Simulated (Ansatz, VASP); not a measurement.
## In in VASP and in Ansatz

The input INCAR:

```
SYSTEM = In
PREC     = Accurate       ! precision mode
ENCUT    = 520            ! plane-wave cutoff, eV
EDIFF    = 1E-7           ! SCF threshold, eV
ISMEAR   = 0              ! smearing method
SIGMA    = 0.15           ! smearing width, eV
LREAL    = .FALSE.        ! projectors in reciprocal space
LASPH    = .TRUE.         ! aspherical terms in the spheres
NELM     = 60             ! most SCF steps
ALGO     = Fast           ! electronic algorithm
ISIF     = 2              ! what is computed and relaxed
LWAVE    = .FALSE.        ! write WAVECAR
LCHARG   = .FALSE.        ! write CHGCAR
GGA      = PS             ! functional
NBANDS   = 12             ! bands
```

Contents of KPOINTS:

```
Automatic mesh
0
G
  20 20 20
  0 0 0
```

The input POSCAR:

```
In
1.0
   -1.6261500000      1.6586730000      2.4739500000
    1.6261500000     -1.6586730000      2.4739500000
    1.6261500000      1.6586730000     -2.4739500000
In
1
Direct
    0.0000000000      0.0000000000      0.0000000000
```

Input for Ansatz:

```yaml
crystal:
  lattice:
    - [-1.62615, 1.658673, 2.47395]
    - [1.62615, -1.658673, 2.47395]
    - [1.62615, 1.658673, -2.47395]
  atoms:
    - { symbol: In, position: [0.0, 0.0, 0.0] }
basis:
  ecutwfc: 420
kpoints:
  mp_grid: { grid: [20, 20, 20] }
hamiltonian:
  xc: pbesol
scf:
  occupations: { method: gaussian, width: 0.15 }
output:
  forces: true
  stress: true
  eigenvalues: true
```

Change from the starting cell: strain +0.0200 x Voigt [0, 1, 0, 0, 0, 0], atoms carried along.

Alike in both runs: task single point; functional PBEsol; k mesh 20 × 20 × 20; occupations gaussian, width 0.15 eV; no spin polarisation.

|  | VASP | Ansatz |
| --- | --- | --- |
| version | VASP 6.6.1 | Ansatz 0.2.0 |
| potentials or method | VASP PAW PBE potentials, release 64 (In_d), cutoff 520 eV | scalar-relativistic, plane waves, PAW |
| valence electrons in the cell | 13 | 13 |

```tsv
	VASP	Ansatz	Ansatz less VASP
gap on the k mesh at the Fermi level (eV)	none	none	-
pressure (GPa)	-1.7	-1.7	+0.03
traceless stress, the component that is largest in VASP (GPa)	0.17	0.17	-0.002
```

VASP's potentials were made for PBE, not for PBEsol. A gap of «none» marks a metal or a gap that the smearing closes.
